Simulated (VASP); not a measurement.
# Fe (Im-3m) in VASP: notebook, part 2 of 2

VASP 6.6.1. The steps go on from the part before.

## 4. Single point, RPBE, collinear spin, ferromagnetic start

This run uses another cell than the first one, of 11.71 Å³/atom.

File INCAR:

```
SYSTEM = Fe
  ALGO = Normal
  EDIFF = 1E-6
  ENCUT = 520
  GGA = RP
  ISIF = 2
  ISMEAR = -1
  ISPIN = 2
  LASPH = .True.
  LCHARG = .True.
  LELF = .True.
  LMAXMIX = 4
  LORBIT = 11
  LREAL = .False.
  LVHAR = .True.
  LWAVE = .False.
  MAGMOM = 2.288
  NBANDS = 14
  NELM = 150
  PREC = Accurate
  SIGMA = 0.05
```

File KPOINTS:

```
k-points
0
Gamma
  25 25 25
  0 0 0
```

File POSCAR:

```
Fe
1.0
   -1.4303483045      1.4303483045      1.4303483045
    1.4303483045     -1.4303483045      1.4303483045
    1.4303483045      1.4303483045     -1.4303483045
Fe
1
Direct
    0.0000000000      0.0000000000      0.0000000000
```

Potentials or basis: VASP PAW PBE potentials, release 64 (Fe).

On the command line:

```sh
$ cat potpaw_PBE.64/Fe/POTCAR > POTCAR
$ mpirun -np 1 vasp_std > vasp.out
```

OUTCAR:

```text
SYSTEM = Fe
   EDIFF = 1E-6
   ENCUT = 520
   GGA = RP
   ISIF = 2
   ISMEAR = -1
   ISPIN = 2
   LASPH = .True.
   LORBIT = 11
   LREAL = .False.
   NELM = 150
   PREC = Accurate

 ion  position               nearest neighbor table
   1  0.000  0.000  0.000-

  LATTYP: Found a body centered cubic cell.
 ALAT       =     2.8606966090

  Lattice vectors:

 A1 = (  -1.4303483045,   1.4303483045,   1.4303483045)
 A2 = (   1.4303483045,  -1.4303483045,   1.4303483045)
 A3 = (   1.4303483045,   1.4303483045,  -1.4303483045)

Analysis of symmetry for initial positions (statically):
=====================================================================
 Subroutine PRICEL returns:
 Original cell was already a primitive cell.

 Routine SETGRP: Setting up the symmetry group for a
 body centered cubic supercell.

 Subroutine GETGRP returns: Found 48 space group operations
 (whereof 48 operations were pure point group operations)
 out of a pool of 48 trial point group operations.

The static configuration has the point symmetry O_h .

Analysis of symmetry for dynamics (positions and initial velocities):
=====================================================================
 Subroutine PRICEL returns:
 Original cell was already a primitive cell.

 Routine SETGRP: Setting up the symmetry group for a
 body centered cubic supercell.

 Subroutine GETGRP returns: Found 48 space group operations
 (whereof 48 operations were pure point group operations)
 out of a pool of 48 trial point group operations.

The dynamic configuration has the point symmetry O_h .

Analysis of structural, dynamic, and magnetic symmetry:
=====================================================================
 Subroutine PRICEL returns:
 Original cell was already a primitive cell.

 Routine SETGRP: Setting up the symmetry group for a
 body centered cubic supercell.

 Subroutine GETGRP returns: Found 48 space group operations
 (whereof 48 operations were pure point group operations)
[... 151 lines left out ...]
 fundamental gap:      0.0014253454
 Fermi energy:         5.6157172984

 spin component 1

 k-point     1 :       0.0000    0.0000    0.0000
  band No.  band energies     occupation
      1      -2.5758      1.00000
      2       3.3717      1.00000
      3       3.3717      1.00000
      4       3.3717      1.00000
      5       4.5213      1.00000
      6       4.5213      1.00000
      7      30.3758      0.00000
      8      30.3758      0.00000
      9      30.3758      0.00000
     10      35.2780      0.00000
     11      35.2780      0.00000
     12      37.4513      0.00000
     13      37.4513      0.00000
     14      37.4513      0.00000
[... 379 lines left out ...]
      3       4.5421      1.00000
      4       4.6322      1.00000
      5       5.5145      0.88336
      6       6.4204      0.00000
      7      13.1456      0.00000
      8      23.5682      0.00000
      9      25.2657      0.00000
     10      29.0784      0.00000
     11      32.7190      0.00000
     12      39.3170      0.00000
     13      43.0854      0.00000
     14      46.0746      0.00000

 [... further k-points ...]

 spin component 2

 k-point     1 :       0.0000    0.0000    0.0000
  band No.  band energies     occupation
      1      -2.4681      1.00000
      2       5.4153      0.98216
      3       5.4154      0.98211
      4       5.4155      0.98211
      5       7.4154      0.00000
      6       7.4156      0.00000
      7      30.0144      0.00000
      8      30.0144      0.00000
      9      30.0144      0.00000
     10      35.3749      0.00000
     11      35.3749      0.00000
     12      38.0653      0.00000
     13      38.0653      0.00000
     14      38.0653      0.00000
[... 379 lines left out ...]
      3       5.9538      0.00116
      4       7.2564      0.00000
      5       7.7048      0.00000
      6       8.3449      0.00000
      7      14.4793      0.00000
      8      23.6017      0.00000
      9      25.8078      0.00000
     10      29.4779      0.00000
     11      33.3530      0.00000
     12      39.2909      0.00000
     13      43.3158      0.00000
     14      46.6874      0.00000

 [... further k-points ...]
[... 5 lines left out ...]
  --------------------------------------------------------------------------------------
  -------------------------------------------------------------------------------------
  Total        0.0078575      0.0078575      0.0078575      0.0000000      0.0000000     -0.0000000
  in kB        1.0754917      1.0754917      1.0754917      0.0000000      0.0000000     -0.0000000
  external PRESSURE =       1.0754917 kB  Pullay stress =       0.0000000 kB

 VOLUME and BASIS-vectors are now :
 -----------------------------------------------------------------------------
  energy-cutoff  :      520.00
  volume of cell :       11.71
      direct lattice vectors                 reciprocal lattice vectors
    -1.430348305  1.430348305  1.430348305     0.000000000  0.349565206  0.349565206
     1.430348305 -1.430348305  1.430348305     0.349565206  0.000000000  0.349565206
     1.430348305  1.430348305 -1.430348305     0.349565206  0.349565206  0.000000000

 POSITION                                       TOTAL-FORCE (eV/Angst)
 -----------------------------------------------------------------------------------
      0.00000      0.00000      0.00000         0.000000      0.000000      0.000000
 -----------------------------------------------------------------------------------
    total drift:                                0.000000      0.000000      0.000000

  FREE ENERGIE OF THE ION-ELECTRON SYSTEM (eV)
  ---------------------------------------------------
  free  energy   TOTEN  =        -7.7626264800 eV

  energy  without entropy=       -7.7543892909  energy(sigma->0) =       -7.75850789

 total charge

# of ion       s       p       d       tot
------------------------------------------
    1        0.473   0.515   6.214   7.202

 magnetization (x)

# of ion       s       p       d       tot
------------------------------------------
    1       -0.016  -0.061   2.350   2.273
```

OSZICAR:

```text
N       E                     dE             d eps       ncg     rms          rms(c)
DAV:   1     0.222824743946E+02    0.22282E+02   -0.38039E+03 27660   0.688E+02
DAV:   2    -0.774905250000E+01   -0.30032E+02   -0.27645E+02 27856   0.128E+02
DAV:   3    -0.867914476852E+01   -0.93009E+00   -0.91854E+00 30906   0.233E+01
DAV:   4    -0.868217375754E+01   -0.30290E-02   -0.30288E-02 29542   0.121E+00
DAV:   5    -0.868218836365E+01   -0.14606E-04   -0.14605E-04 31188   0.864E-02    0.108E+01
DAV:   6    -0.784647146511E+01    0.83572E+00   -0.10468E+01 32026   0.369E+01    0.591E+00
DAV:   7    -0.777253957229E+01    0.73932E-01   -0.78053E-01 31348   0.953E+00    0.343E+00
DAV:   8    -0.776839486681E+01    0.41447E-02   -0.12113E-02 31092   0.609E-01    0.154E+00
DAV:   9    -0.776225712978E+01    0.61377E-02   -0.10195E-02 34934   0.547E-01    0.396E-01
DAV:  10    -0.776263761310E+01   -0.38048E-03   -0.21943E-03 28492   0.367E-01    0.161E-01
DAV:  11    -0.776262673926E+01    0.10874E-04   -0.32983E-04 30562   0.170E-01    0.515E-02
DAV:  12    -0.776262648000E+01    0.25925E-06   -0.65211E-06 30262   0.301E-02
   1 F= -.77626265E+01 E0= -.77585079E+01  d E =-.823719E-02  mag=     2.2679
```

stdout:

```text
POSCAR found type information on POSCAR Fe
 POSCAR found :  1 types and       1 ions
 scaLAPACK will be used
 -----------------------------------------------------------------------------
|                                                                             |
|                                                                             |
|     You enforced a specific xc type in the INCAR file but a different       |
|     I HOPE YOU KNOW WHAT YOU ARE DOING!                                     |
|                                                                             |
 -----------------------------------------------------------------------------

 LDA part: xc-table for (Slater+PW92), standard interpolation
 POSCAR, INCAR and KPOINTS ok, starting setup
 FFT: planning ... GRIDC
 FFT: planning ... GRID_SOFT
 FFT: planning ... GRID
 WAVECAR not read
 entering main loop
```

Run time: 66 s. Hardware: 1 thread of Intel Xeon Platinum 8488C (Sapphire Rapids), shared host; peak memory 0.21 GiB.

What came out:

```yaml
Free_energy: -7.7626 eV
Pressure: 0.1 GPa
Net_moment: 2.27 μB per cell
Site_moments: Fe +2.27 μB
Valence_electrons_inside_the_program's_atomic_spheres: Fe 7.20
```

Caveat: the PAW data sets were made with another functional, which shifts forces and pressure a little.

## 5. Single point, RPBE, collinear spin, ferromagnetic start (11.71 Å³/atom)

This run uses another cell than the first one, of 11.71 Å³/atom.

File INCAR:

```
SYSTEM = Fe
PREC = Accurate ; ENCUT = 520
EDIFF = 1E-7 ; ISMEAR = -1
SIGMA = 0.05 ; LREAL = .False.
LASPH = .True. ; NELM = 150
ALGO = Normal ; ISIF = 2
LWAVE = .False. ; LCHARG = .True.
ISPIN = 2 ; MAGMOM = 2.303
LORBIT = 11 ; LMAXMIX = 4
GGA = RP ; LELF = .True.
LVHAR = .True. ; NBANDS = 14
```

File KPOINTS:

```
regular mesh
0
Gamma
  25 25 25
  0 0 0
```

POSCAR is that of step 4.

On the command line:

```sh
$ cat potpaw_PBE.64/Fe/POTCAR > POTCAR
$ mpirun -np 1 vasp_std > vasp.out
```

It took 74 s on 1 thread of Intel Xeon Platinum 8488C (Sapphire Rapids), shared host; peak memory 0.21 GiB.

The run converged. Its results:

* Free energy: -7.7626 eV
* Pressure: 0.5 GPa
* Net moment: 2.27 μB per cell
* Site moments: Fe +2.27 μB
* Valence electrons inside the program's atomic spheres: Fe 7.20

Levels at points of the mesh, in eV from the Fermi level:
Spin up:
```
           k point  band 2  band 3  band 4  band 5  band 6  band 7  band 8  band 9
(0.00, 0.00, 0.00)   -2.24   -2.24   -2.24   -1.09   -1.09   24.76   24.76   24.76
```
Spin down:
```tsv
k point	band 1	band 2	band 3	band 4	band 5	band 6	band 7
(0.00, 0.00, 0.00)	-8.08	-0.20	-0.20	-0.20	1.80	1.80	24.40
```

Caveat: the PAW data sets were made with another functional, which shifts forces and pressure a little.

## 6. The runs side by side

| cell | gap on the mesh (eV) | pressure (GPa) | moment (μB) |
| --- | --- | --- | --- |
| a = 2.410 Å, angles 109.5°, 1 atom | none | 17.5 | 2.12 |
| a = 2.444 Å, angles 109.5°, 1 atom | none | 7.5 | 2.19 |
| a = 2.477 Å, angles 109.5°, 1 atom | none | 0.5 | 2.27 |

Alike in all rows: task single point; level RPBE; potentials or basis VASP PAW PBE potentials, release 64 (Fe); spin collinear, ferromagnetic start; k mesh 25 × 25 × 25; cutoff (eV) 520; smearing fermi-dirac 0.05 eV.

Caveats: the PAW data sets were made with another functional, which shifts forces and pressure a little; the cell stands under pressure (at least some runs).

Absolute energies hang on the potentials; compare differences alone.
